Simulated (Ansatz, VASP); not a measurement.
**One calculation of Mg, two programs**

Contents of POSCAR:

```
Mg
1.0
    5.7071978321      0.0000000000      0.0000000000
    0.0000000000      5.7071978321      0.0000000000
    0.0000000000      0.0000000000      5.7071978321
Mg
8
Direct
    0.0000000000      0.0000000000      0.0000000000
    0.5000000000      0.5000000000      0.5000000000
    0.2500000000      0.0000000000      0.5000000000
    0.7500000000      0.0000000000      0.5000000000
    0.5000000000      0.2500000000      0.0000000000
    0.5000000000      0.7500000000      0.0000000000
    0.0000000000      0.5000000000      0.2500000000
    0.0000000000      0.5000000000      0.7500000000
```

The input INCAR.step1:

```
PREC = Accurate ; ENCUT = 600
ISMEAR = -1 ; SIGMA = 0.1
LREAL = False ; LASPH = True
NELM = 60 ; GGA = PE
ALGO = Normal ; EDIFF = 1E-4
LWAVE = True ; LCHARG = False
```

The input INCAR.step2:

```
PREC = Accurate ; ENCUT = 600
EDIFF = 1E-6 ; ISMEAR = -1
SIGMA = 0.1 ; LREAL = False
LASPH = True ; NELM = 60
ALGO = Normal ; ISIF = 3
LWAVE = False ; LCHARG = False
METAGGA = R2SCAN ; LMIXTAU = True
IBRION = 2 ; NSW = 80
EDIFFG = -0.01 ; ISTART = 1
```

Contents of KPOINTS:

```
Automatic mesh
0
Gamma
  5 5 5
```

Input for Ansatz:

```yaml
crystal:
  lattice:
    - [5.7071978321, 0.0, 0.0]
    - [0.0, 5.7071978321, 0.0]
    - [0.0, 0.0, 5.7071978321]
  atoms:
    - { symbol: Mg, position: [0.0, 0.0, 0.0] }
    - { symbol: Mg, position: [0.5, 0.5, 0.5] }
    - { symbol: Mg, position: [0.25, 0.0, 0.5] }
    - { symbol: Mg, position: [0.75, 0.0, 0.5] }
    - { symbol: Mg, position: [0.5, 0.25, 0.0] }
    - { symbol: Mg, position: [0.5, 0.75, 0.0] }
    - { symbol: Mg, position: [0.0, 0.5, 0.25] }
    - { symbol: Mg, position: [0.0, 0.5, 0.75] }
hamiltonian:
  xc: r2scan
  pseudopotentials:
    kind: paw
    azcp:
      Mg: "pseudopotentials/Mg.paw.azcp"
basis:
  ecutwfc: 500
  fft_grid_basis: typed
kpoints:
  mp_grid: { grid: [5, 5, 5], shift: [0, 0, 0] }
magnetization:
  spin_polarized: false
scf:
  occupations: { method: fermi_dirac, width: 0.1 }
relax:
  max_steps: 60
  f_tol: 0.01
  cell: {}
```

Alike in both runs: task relaxation of cell and atoms; functional r2SCAN; k mesh 5 × 5 × 5; occupations fermi-dirac, width 0.1 eV; no spin polarisation.

|  | VASP | Ansatz |
| --- | --- | --- |
| version | VASP 6.6.1 | Ansatz 0.2.0 |
| potentials or method | VASP PAW PBE potentials, release 64 (Mg), cutoff 600 eV | plane waves (500 eV) with PAW, scalar-relativistic |
| valence electrons in the cell | 16 | 80 |

Ansatz gave:

| Item | Value |
| --- | --- |
| relaxed volume (Å³/atom) | 23.07 |
| relaxed length of the cell vector where the two differ most in proportion (Å) | 5.693 |

Task: Estimate VASP's values.

Result: Relaxed volume (Å³/atom): 22.92; relaxed length of the cell vector where the two differ most in proportion (Å): 5.681.

VASP's potentials were made for PBE, not for r2SCAN. VASP's potentials hold 16 valence electrons a cell and Ansatz's 80, so a difference there can come from the potentials and not from the codes.
